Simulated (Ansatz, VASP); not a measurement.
## One calculation of SnO, two programs

```
CELL_PARAMETERS angstrom
3.80083 0.00000 0.00000
0.00000 3.80083 0.00000
0.00000 0.00000 4.73526
ATOMIC_POSITIONS crystal
Sn 0.50000 0.00000 0.24390
Sn 0.00000 0.50000 0.75610
O 0.00000 0.00000 0.00000
O 0.50000 0.50000 0.00000
```

Alike in both runs: functional PBEsol; k mesh 12 × 12 × 10; occupations fermi-dirac, width 0.15 eV; no spin polarisation.

Ansatz relaxed the structure, and its values are those at the end. VASP's run is a single point on that final structure, the one shown.

|  | VASP | Ansatz |
| --- | --- | --- |
| version | VASP 6.6.1 | Ansatz 0.2.0 |
| potentials or method | VASP PAW PBE potentials, release 64 (Sn_d, O), cutoff 600 eV | scalar-relativistic, plane waves, PAW |
| valence electrons in the cell | 40 | 40 |

VASP gave:

* gap on the k mesh at the Fermi level (eV): none
* pressure (GPa): 0.2
* rms of the force components (eV/Å): 0.034

Problem. Estimate Ansatz's values.

Solution. gap on the k mesh at the Fermi level (eV): none; pressure (GPa): 0.0; rms of the force components (eV/Å): 0.000.

VASP's potentials were made for PBE, not for PBEsol. A gap of «none» marks a metal or a gap that the smearing closes. With one functional, cell and mesh, what is left measures potentials, basis and numerics.
